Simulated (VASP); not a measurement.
# BN (rocksalt type) (Fm-3m) in VASP: a series of runs

The runs below take BN (rocksalt type) through single point, with PBE.

Everything below comes from runs of VASP 6.6.1. Logs are shortened: lines on timing, memory, paths and dates and some standing lists are left out, and cuts for length are marked.

### Step 1. The cell of the first run

The structure is cubic, space group Fm-3m (No. 225). The conventional cell has a = 3.140 Å, b = 3.140 Å, c = 3.140 Å, α = 90.00°, β = 90.00°, γ = 90.00°. B (site symmetry m-3m) has 6 N at 1.57 Å within 2.1 Å. Within 2.1 Å of N (site symmetry m-3m) lie 6 B at 1.57 Å.

### Step 2. Single point, PBE (volume scaled by 0.72)

The input, INCAR:

```
SYSTEM = BN
ALGO = Normal ; EDIFF = 1E-6
ENCUT = 520 ; GGA = PE
ISIF = 2 ; ISMEAR = -1
LASPH = .True. ; LCHARG = .False.
LREAL = .False. ; LWAVE = .False.
NBANDS = 11 ; NELM = 100
PREC = Accurate ; SIGMA = 0.08
```

The input, KPOINTS:

```
k-points
0
Gamma
  15 15 15
  0 0 0
```

The input, POSCAR:

```
BN
1.0
    0.0000000000      1.5700486125      1.5700486125
    1.5700486125      0.0000000000      1.5700486125
    1.5700486125      1.5700486125      0.0000000000
B N
1 1
Direct
    0.0000000000      0.0000000000      0.0000000000
    0.5000000000      0.5000000000      0.5000000000
```

Potentials or basis: VASP PAW PBE potentials, release 64 (B, N).

Launch:

```console
$ cat potpaw_PBE.64/B/POTCAR potpaw_PBE.64/N/POTCAR > POTCAR
$ mpirun -np 1 vasp_std > vasp.out
```

OUTCAR:

```text
SYSTEM = BN
   EDIFF = 1E-6
   ENCUT = 520
   GGA = PE
   ISIF = 2
   ISMEAR = -1
   LASPH = .True.
   LREAL = .False.
   NELM = 100
   PREC = Accurate

 ion  position               nearest neighbor table
   1  0.000  0.000  0.000-   2 1.57   2 1.57   2 1.57   2 1.57   2 1.57   2 1.57
   2  0.500  0.500  0.500-   1 1.57   1 1.57   1 1.57   1 1.57   1 1.57   1 1.57

  LATTYP: Found a face centered cubic cell.
 ALAT       =     3.1400972250

  Lattice vectors:

 A1 = (   0.0000000000,   1.5700486125,   1.5700486125)
 A2 = (   1.5700486125,   0.0000000000,   1.5700486125)
 A3 = (   1.5700486125,   1.5700486125,   0.0000000000)

Analysis of symmetry for initial positions (statically):
=====================================================================
 Subroutine PRICEL returns:
 Original cell was already a primitive cell.

 Routine SETGRP: Setting up the symmetry group for a
 face centered cubic supercell.

 Subroutine GETGRP returns: Found 48 space group operations
 (whereof 48 operations were pure point group operations)
 out of a pool of 48 trial point group operations.

The static configuration has the point symmetry O_h .

Analysis of symmetry for dynamics (positions and initial velocities):
=====================================================================
 Subroutine PRICEL returns:
 Original cell was already a primitive cell.

 Routine SETGRP: Setting up the symmetry group for a
 face centered cubic supercell.

 Subroutine GETGRP returns: Found 48 space group operations
 (whereof 48 operations were pure point group operations)
 out of a pool of 48 trial point group operations.

The dynamic configuration has the point symmetry O_h .

 Subroutine INISYM returns: Found 48 space group operations
 (whereof 48 operations are pure point group operations),
 and found     1 'primitive' translations

----------------------------------------------------------------------------------------

                                     Primitive cell

  volume of cell :       7.7405

  direct lattice vectors                    reciprocal lattice vectors
     0.000000000  1.570048612  1.570048612    -0.318461477  0.318461477  0.318461477
     1.570048612  0.000000000  1.570048612     0.318461477 -0.318461477  0.318461477
     1.570048612  1.570048612  0.000000000     0.318461477  0.318461477 -0.318461477

  length of vectors
     2.220384041  2.220384041  2.220384041     0.551591458  0.551591458  0.551591458

  position of ions in fractional coordinates (direct lattice)
     0.000000000  0.000000000  0.000000000
     0.500000000  0.500000000  0.500000000

  ion indices of the primitive-cell ions
   primitive index   ion index
                 1           1
                 2           2

----------------------------------------------------------------------------------------

 KPOINTS: k-points

Automatic generation of k-mesh.
 Grid dimensions read from file:
 generate k-points for:   15   15   15

 Generating k-lattice:

  Cartesian coordinates                     Fractional coordinates (reciprocal lattice)
    -0.021230765  0.021230765  0.021230765     0.066666667  0.000000000  0.000000000
     0.021230765 -0.021230765  0.021230765     0.000000000  0.066666667  0.000000000
     0.021230765  0.021230765 -0.021230765     0.000000000  0.000000000  0.066666667

  Length of vectors
     0.036772764  0.036772764  0.036772764

  Shift w.r.t. Gamma in fractional coordinates (k-lattice)
     0.000000000  0.000000000  0.000000000

 Subroutine IBZKPT returns following result:
 ===========================================

 Found    120 irreducible k-points:

 Following reciprocal coordinates:
            Coordinates               Weight
  0.000000  0.000000  0.000000      1.000000
  0.066667  0.000000  0.000000      8.000000
  0.133333  0.000000  0.000000      8.000000
  0.200000  0.000000  0.000000      8.000000
  0.266667  0.000000  0.000000      8.000000
  0.333333  0.000000  0.000000      8.000000
[... 16 lines left out ...]
  0.133333  0.133333  0.000000      6.000000
  0.200000  0.133333  0.000000     24.000000
 [... further k-points ...]
   k-points           NKPTS =    120   k-points in BZ     NKDIM =    120   number of bands    NBANDS=     11
   number of dos      NEDOS =    301   number of ions     NIONS =      2
   total plane-waves  NPLWV =   5832
   dimension x,y,z NGX =    18 NGY =   18 NGZ =   18
   dimension x,y,z NGXF=    36 NGYF=   36 NGZF=   36
   ions per type =               1   1
   NGX,Y,Z   is equivalent  to a cutoff of  13.48, 13.48, 13.48 a.u.
   NGXF,Y,Z  is equivalent  to a cutoff of  26.95, 26.95, 26.95 a.u.
 SYSTEM =  BN
   PREC   = accura    normal or accurate (medium, high low for compatibility)
   ISTART =      0    job   : 0-new  1-cont  2-samecut
   ICHARG =      2    charge: 1-file 2-atom 10-const
   ISPIN  =      1    spin polarized calculation?
   LNONCOLLINEAR =      F non collinear calculations
   LSORBIT =      F    spin-orbit coupling
   LASPH  =      T    aspherical Exc in radial PAW
   ENCUT  =  520.0 eV  38.22 Ry    6.18 a.u.   4.13  4.13  4.13*2*pi/ulx,y,z
   NELM   =    100;   NELMIN=  2; NELMDL= -5     # of ELM steps
   EDIFF  = 0.1E-05   stopping-criterion for ELM
   LREAL  =      F    real-space projection
   EDIFFG = 0.1E-04   stopping-criterion for IOM
   NSW    =      0    number of steps for IOM
   IBRION =     -1    ionic relax: 0-MD 1-quasi-New 2-CG
   NFREE  =      0    steps in history (QN), initial steepest desc. (CG)
   ISIF   =      2    stress and relaxation
   ISYM   =      2    0-nonsym 1-usesym 2-fastsym
   POTIM  = 0.5000    time-step for ionic-motion
   TEBEG  =    0.0;   TEEND  =   0.0 temperature during run
   PSTRESS=    0.0 pullay stress
   NELECT =       8.0000    total number of electrons
   NUPDOWN=      -1.0000    fix difference up-down
   EMIN   =  10.00;   EMAX   =-10.00  energy-range for DOS
   EFERMI =   0.00;   METHOD = LEGACY
   ISMEAR =    -1;   SIGMA  =   0.08  broadening in eV -4-tet -1-fermi 0-gaus
   EFERMI_NEDOS =   21; number of points for ismear=-14 and -15
   IALGO  =     38    algorithm
   IMIX   =      4    mixing-type and parameters
     AMIX     =   0.40;   BMIX     =  1.00
     AMIX_MAG =   1.60;   BMIX_MAG =  1.00
  volume/ion in A,a.u.               =       3.87        26.12
  Fermi-wavevector in a.u.,A,eV,Ry     =   1.655192  3.127859 37.275348  2.739661
  Thomas-Fermi vector in A             =   2.743330
   LORBIT       =      0    0 simple, 1 ext, 2 COOP (PROOUT), +10 PAW based schemes
   GGA     = PE    functional components
   LHFCALC =     F    Hartree Fock is set to
   AEXX    =    0.0000 exact exchange contribution
   IVDW    =     0    specifies the selected vdW correction
   LEPSILON=     F    determine dielectric tensor
   LRPA    =     F    only Hartree local field effects (RPA)
 non-spin polarized calculation
  energy-cutoff  :      520.00
  volume of cell :        7.74
 maximum number of plane-waves:       218
 NGX is ok and might be reduce to    18
   NGX =  9   NGY =  9   NGZ =  9

 number of electron       8.0000001 magnetization

 Free energy of the ion-electron system (eV)
  ---------------------------------------------------
  ext. energy  EPLUGINS =         0.00000000
  ---------------------------------------------------
  free energy    TOTEN  =       -12.24895826 eV

  energy without entropy =      -12.24895826  energy(sigma->0) =      -12.24895826

 E-fermi :  17.3397     XC(G=0): -15.4212

 val. band max:       15.5629714550   @ k =  -0.2000   0.1333   0.0000
 cond. band min:      19.5832202611   @ k =   0.4667   0.4667   0.0000
 fundamental gap:      4.0202488062
 Fermi energy:        17.3396669375

 k-point     1 :       0.0000    0.0000    0.0000
  band No.  band energies     occupation
      1     -11.8905      2.00000
      2      14.4603      2.00000
      3      14.4603      2.00000
      4      14.4603      2.00000
      5      31.2228      0.00000
      6      31.2228      0.00000
      7      31.2228      0.00000
      8      32.7567      0.00000
      9      36.0095      0.00000
     10      36.0095      0.00000
     11      36.0095      0.00000

 k-point     2 :       0.0667    0.0000    0.0000
  band No.  band energies     occupation
      1     -11.7372      2.00000
      2      13.8088      2.00000
      3      14.4326      2.00000
      4      14.4326      2.00000
      5      30.5222      0.00000
      6      30.5222      0.00000
      7      30.8221      0.00000
      8      33.0499      0.00000
      9      35.5386      0.00000
     10      36.4426      0.00000
     11      36.4426      0.00000

 k-point     3 :       0.1333    0.0000    0.0000
  band No.  band energies     occupation
      1     -11.2779      2.00000
      2      12.0471      2.00000
      3      14.3675      2.00000
      4      14.3675      2.00000
      5      28.8764      0.00000
      6      28.8764      0.00000
      7      29.8469      0.00000
      8      33.6937      0.00000
      9      35.3324      0.00000
     10      37.6523      0.00000
     11      37.6523      0.00000

 k-point     4 :       0.2000    0.0000    0.0000
  band No.  band energies     occupation
      1     -10.5177      2.00000
      2       9.5947      2.00000
      3      14.3067      2.00000
      4      14.3067      2.00000
      5      26.9303      0.00000
      6      26.9303      0.00000
      7      28.7412      0.00000
      8      34.3090      0.00000
      9      36.0400      0.00000
     10      39.5405      0.00000
     11      39.5405      0.00000
[... 239 lines left out ...]
 k-point    22 :      -0.0667    0.0667    0.0000
  band No.  band energies     occupation
      1     -11.4817      2.00000
      2      13.2210      2.00000
      3      13.5724      2.00000
      4      14.7773      2.00000
      5      28.8726      0.00000
      6      29.7574      0.00000
      7      30.9595      0.00000
      8      33.2976      0.00000
      9      34.8752      0.00000
     10      36.5487      0.00000
     11      38.2313      0.00000

 k-point    23 :       0.1333    0.1333    0.0000
  band No.  band energies     occupation
      1     -11.0719      2.00000
      2      12.9345      2.00000
      3      12.9345      2.00000
      4      14.0164      2.00000
      5      25.7486      0.00000
      6      31.3080      0.00000
      7      31.3080      0.00000
      8      31.5778      0.00000
      9      33.5042      0.00000
     10      40.1844      0.00000
     11      40.1844      0.00000

 k-point    24 :       0.2000    0.1333    0.0000
  band No.  band energies     occupation
      1     -10.5108      2.00000
      2      11.3658      2.00000
      3      12.3598      2.00000
      4      14.0767      2.00000
      5      24.0087      0.00000
      6      30.1587      0.00000
      7      30.9067      0.00000
      8      31.8207      0.00000
      9      34.0543      0.00000
     10      41.8919      0.00000
     11      42.2259      0.00000

 [... further k-points ...]

------------------------ aborting loop because EDIFF is reached ----------------------------------------

  FORCE on cell =-STRESS in cart. coord.  units (eV):
  Direction    XX          YY          ZZ          XY          YZ          ZX
  --------------------------------------------------------------------------------------
  -------------------------------------------------------------------------------------
  Total       11.2889157     11.2889157     11.2889157      0.0000000      0.0000000     -0.0000000
  in kB     2336.6492023   2336.6492023   2336.6492023      0.0000000      0.0000000     -0.0000000
  external PRESSURE =    2336.6492023 kB  Pullay stress =       0.0000000 kB

 VOLUME and BASIS-vectors are now :
 -----------------------------------------------------------------------------
  energy-cutoff  :      520.00
  volume of cell :        7.74
      direct lattice vectors                 reciprocal lattice vectors
     0.000000000  1.570048612  1.570048612    -0.318461477  0.318461477  0.318461477
     1.570048612  0.000000000  1.570048612     0.318461477 -0.318461477  0.318461477
     1.570048612  1.570048612  0.000000000     0.318461477  0.318461477 -0.318461477

 POSITION                                       TOTAL-FORCE (eV/Angst)
 -----------------------------------------------------------------------------------
      0.00000      0.00000      0.00000         0.000000      0.000000     -0.000000
      1.57005      1.57005      1.57005        -0.000000     -0.000000      0.000000
 -----------------------------------------------------------------------------------
    total drift:                               -0.000000     -0.000000     -0.000000

  FREE ENERGIE OF THE ION-ELECTRON SYSTEM (eV)
  ---------------------------------------------------
  free  energy   TOTEN  =       -12.2489582595 eV

  energy  without entropy=      -12.2489582595  energy(sigma->0) =      -12.24895826
```

Wall time 6.4 s (1 thread of Intel Xeon Platinum 8488C (Sapphire Rapids), shared host); peak memory 0.12 GiB.

What came out:

```yaml
Free_energy: -12.2490 eV
Pressure: 233.7 GPa
Band_gap_on_the_k_mesh: 4.02 eV, indirect (least direct gap 7.10 eV)
```

Levels at points of the mesh, in eV from the valence-band top:
| k point | band 1 | band 2 | band 3 | band 4 | band 5 | band 6 | band 7 | band 8 |
| --- | --- | --- | --- | --- | --- | --- | --- | --- |
| (0.00, 0.00, 0.00) | -27.45 | -1.10 | -1.10 | -1.10 | 15.66 | 15.66 | 15.66 | 17.19 |

 A k mesh can miss the band edges.

### Step 3. Single point, PBE (volume scaled by 0.72)

The input, INCAR:

```
PREC = Accurate
ENCUT = 520
EDIFF = 1E-6
ISMEAR = -1
SIGMA = 0.08
LREAL = False
LASPH = True
NELM = 100
ALGO = Normal
ISIF = 2
LWAVE = False
LCHARG = True
GGA = PE
LELF = True
LVHAR = True
NBANDS = 11
```

The input, KPOINTS:

```
Automatic mesh
0
Gamma
  15 15 15
```

POSCAR is that of step 2.

Potentials or basis: VASP PAW PBE potentials, release 64 (B, N).

Launch:

```console
$ cat potpaw_PBE.64/B/POTCAR potpaw_PBE.64/N/POTCAR > POTCAR
$ mpirun -np 1 vasp_std > vasp.out
```

Run time: 6.7 s. Hardware: 1 thread of Intel Xeon Platinum 8488C (Sapphire Rapids), shared host; peak memory 0.11 GiB.

Results (log left out):

```yaml
Free_energy: -12.2490 eV
Pressure: 233.7 GPa
Band_gap_on_the_k_mesh: 4.02 eV, indirect (least direct gap 7.10 eV)
```

Levels at points of the mesh, in eV from the valence-band top:
```csv
k point,band 1,band 2,band 3,band 4,band 5,band 6,band 7,band 8,band 9
"(0.00, 0.00, 0.00)",-27.45,-1.10,-1.10,-1.10,15.66,15.66,15.66,17.19,20.45
```

 A k mesh can miss the band edges.

### Step 4. Single point, PBE (volume scaled by 0.8)

The input, INCAR:

```
SYSTEM = BN
ALGO = Normal
EDIFF = 1E-7
ENCUT = 520
GGA = PE
ISIF = 2
ISMEAR = -1
LASPH = .True.
LCHARG = .False.
LREAL = .False.
LWAVE = .False.
NBANDS = 11
NELM = 60
PREC = Accurate
SIGMA = 0.08
```

The input, KPOINTS:

```
k-points
0
Gamma
  15 15 15
  0 0 0
```

The input, POSCAR:

```
BN
1.0
    0.0000000000      1.6261686949      1.6261686949
    1.6261686949      0.0000000000      1.6261686949
    1.6261686949      1.6261686949      0.0000000000
B N
1 1
Direct
    0.0000000000      0.0000000000      0.0000000000
    0.5000000000      0.5000000000      0.5000000000
```

Launch:

```console
$ cat potpaw_PBE.64/B/POTCAR potpaw_PBE.64/N/POTCAR > POTCAR
$ mpirun -np 1 vasp_std > vasp.out
```

It took 7 s on 1 thread of Intel Xeon Platinum 8488C (Sapphire Rapids), shared host; peak memory 0.11 GiB.

It converged, with:

* Free energy: -13.2097 eV
* Pressure: 130.4 GPa
* Band gap on the k mesh: 3.02 eV, indirect (least direct gap 6.71 eV)

Levels at points of the mesh, in eV from the valence-band top:
```
           k point  band 1  band 2  band 3  band 4  band 5  band 6  band 7  band 8  band 9
(0.00, 0.00, 0.00)  -25.70   -1.03   -1.03   -1.03   14.25   14.40   14.40   14.40   19.81
```

 A k mesh can miss the band edges.

### Step 5. Single point, PBE (volume scaled by 0.88)

The input, INCAR:

```
PREC = Accurate ; ENCUT = 520
EDIFF = 1E-6 ; ISMEAR = -1
SIGMA = 0.08 ; LREAL = F
LASPH = T ; NELM = 80
ALGO = Normal ; ISIF = 2
LWAVE = F ; LCHARG = F
GGA = PE ; NBANDS = 11
```

The input, KPOINTS:

```
Automatic mesh
0
Gamma
  15 15 15
```

The input, POSCAR:

```
BN
1.0
    0.0000000000      1.6786616081      1.6786616081
    1.6786616081      0.0000000000      1.6786616081
    1.6786616081      1.6786616081      0.0000000000
B N
1 1
Direct
    0.0000000000      0.0000000000      0.0000000000
    0.5000000000      0.5000000000      0.5000000000
```

Launch:

```console
$ cat potpaw_PBE.64/B/POTCAR potpaw_PBE.64/N/POTCAR > POTCAR
$ mpirun -np 1 vasp_std > vasp.out
```

Run time: 7 s. Hardware: 1 thread of Intel Xeon Platinum 8488C (Sapphire Rapids), shared host; peak memory 0.12 GiB.

It converged, with:

- Free energy: -13.7170 eV
- Pressure: 62.4 GPa
- Band gap on the k mesh: 2.19 eV, indirect (least direct gap 6.36 eV)

Levels at points of the mesh, in eV from the valence-band top:
```tsv
k point	band 2	band 3	band 4	band 5	band 6	band 7
(0.00, 0.00, 0.00)	-0.97	-0.97	-0.97	11.85	13.32	13.32
```

### Step 6. Single point, PBE (volume scaled by 0.88)

The input, INCAR:

```
SYSTEM = BN
PREC = Accurate
ENCUT = 520
EDIFF = 1E-7
ISMEAR = -1
SIGMA = 0.08
LREAL = .FALSE.
LASPH = .TRUE.
NELM = 60
ALGO = Normal
ISIF = 2
LWAVE = .FALSE.
LCHARG = .FALSE.
GGA = PE
NBANDS = 11
```

The input, KPOINTS:

```
regular mesh
0
G
  15 15 15
  0 0 0
```

POSCAR is that of step 5.

Potentials or basis: VASP PAW PBE potentials, release 64 (B, N).

Launch:

```console
$ cat potpaw_PBE.64/B/POTCAR potpaw_PBE.64/N/POTCAR > POTCAR
$ mpirun -np 1 vasp_std > vasp.out
```

Wall time 7 s (1 thread of Intel Xeon Platinum 8488C (Sapphire Rapids), shared host); peak memory 0.12 GiB.

Results (log left out):

```yaml
Free_energy: -13.7170 eV
Pressure: 62.4 GPa
Band_gap_on_the_k_mesh: 2.19 eV, indirect (least direct gap 6.36 eV)
```

Levels at points of the mesh, in eV from the valence-band top:
| k point | band 1 | band 2 | band 3 | band 4 | band 5 | band 6 | band 7 | band 8 | band 9 |
| --- | --- | --- | --- | --- | --- | --- | --- | --- | --- |
| (0.00, 0.00, 0.00) | -24.22 | -0.97 | -0.97 | -0.97 | 11.85 | 13.32 | 13.32 | 13.32 | 19.25 |

### Step 7. Summary

```tsv
cell	gap on the mesh (eV)	pressure (GPa)
a = 2.220 Å, angles 60.0°, 2 atoms	4.02	233.7
a = 2.300 Å, angles 60.0°, 2 atoms	3.02	130.4
a = 2.374 Å, angles 60.0°, 2 atoms	2.19	62.4
```

Alike in all rows: task single point; level PBE; potentials or basis VASP PAW PBE potentials, release 64 (B, N); no spin polarisation; k mesh 15 × 15 × 15; cutoff (eV) 520; smearing fermi-dirac 0.08 eV.

Total energies depend on the potentials used, so only differences within one code and one set of settings carry meaning.
